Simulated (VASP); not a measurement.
Write the native input for VASP 6.6.1 that does the following.

```
Task                   : single point
Functional             : LDA
Potentials or basis    : VASP PAW LDA potentials, release 64 (Re)
Cutoff                 : 520 eV
k mesh                 : 18 × 18 × 18
Occupations            : fermi-dirac, width 0.05 eV
Spin                   : no spin polarisation
Dipole correction      : no
Further INCAR settings : ALGO = Normal; EDIFF = 1e-07; NBANDS = 10
```

The structure of Re lies in POSCAR:

```
Re
1.0
    0.0000000000      1.9722735019      1.9722735019
    1.9722735019      0.0000000000      1.9722735019
    1.9722735019      1.9722735019      0.0000000000
Re
1
Direct
    0.0000000000      0.0000000000      0.0000000000
```

This isn't the form of Re at room conditions, which is hcp.

These files were run (other wordings do the same):

INCAR

```
PREC = Accurate ; ENCUT = 520
EDIFF = 1E-7 ; ISMEAR = -1
SIGMA = 0.05 ; LREAL = F
LASPH = T ; NELM = 80
ALGO = Normal ; ISIF = 2
LWAVE = F ; LCHARG = F
NBANDS = 10
```

KPOINTS

```
Automatic mesh
0
Gamma
  18 18 18
```

Potentials or basis: VASP PAW LDA potentials, release 64 (Re).

Run with:

```console
$ cat potpaw_LDA.64/Re/POTCAR > POTCAR
$ mpirun -np 1 vasp_std > vasp.out
```

It gave:

```
Pressure               : -21.8 GPa
Band gap on the k mesh : zero (an odd number of electrons rules out a gap without spin polarisation)
```

Caveat: the cell stands under tension; spin-orbit coupling is left out, which moves the levels of the heavy elements.

It took 31 s on 1 thread of AMD EPYC 7R43 64-Core Processor (Zen 3) (shared host), peak memory 0.12 GiB.
